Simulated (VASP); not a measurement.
A run of VASP 6.6.1 is set up as follows.

File INCAR:

```
ALGO = Fast
EDIFF = 1E-7
ENCUT = 520
GGA = PS
ISIF = 2
ISMEAR = -1
LASPH = True
LCHARG = False
LREAL = False
LWAVE = False
NBANDS = 15
NELM = 80
PREC = Accurate
SIGMA = 0.15
```

The input KPOINTS:

```
k-points
0
Gamma
  18 18 10
```

POSCAR

```
Os
1.0
    2.7289174778      0.0000000000      0.0000000000
   -1.3644587389      2.3633118607      0.0000000000
    0.0000000000      0.0000000000      4.3114564544
Os
2
Direct
    0.3333333333      0.6666666667      0.2500000000
    0.6666666667      0.3333333333      0.7500000000
```

Potentials or basis: VASP PAW PBE potentials, release 64 (Os).

Command:

```console
$ cat potpaw_PBE.64/Os/POTCAR > POTCAR
$ mpirun -np 1 vasp_std > vasp.out
```

Problem. Estimate the band gap on the k mesh.

Solution. Zero (bands 8 and 9 overlap by 3.98 eV).

Problem. Predict the pressure.

Solution. 0.5 GPa.

Stress tensor (GPa, compression positive):
```
0.50 0.00 0.00
0.00 0.50 0.00
0.00 0.00 0.42
```

Caveat: the PAW data sets were made with another functional, which shifts forces and pressure a little; spin-orbit coupling is left out, which moves the levels of the heavy elements.
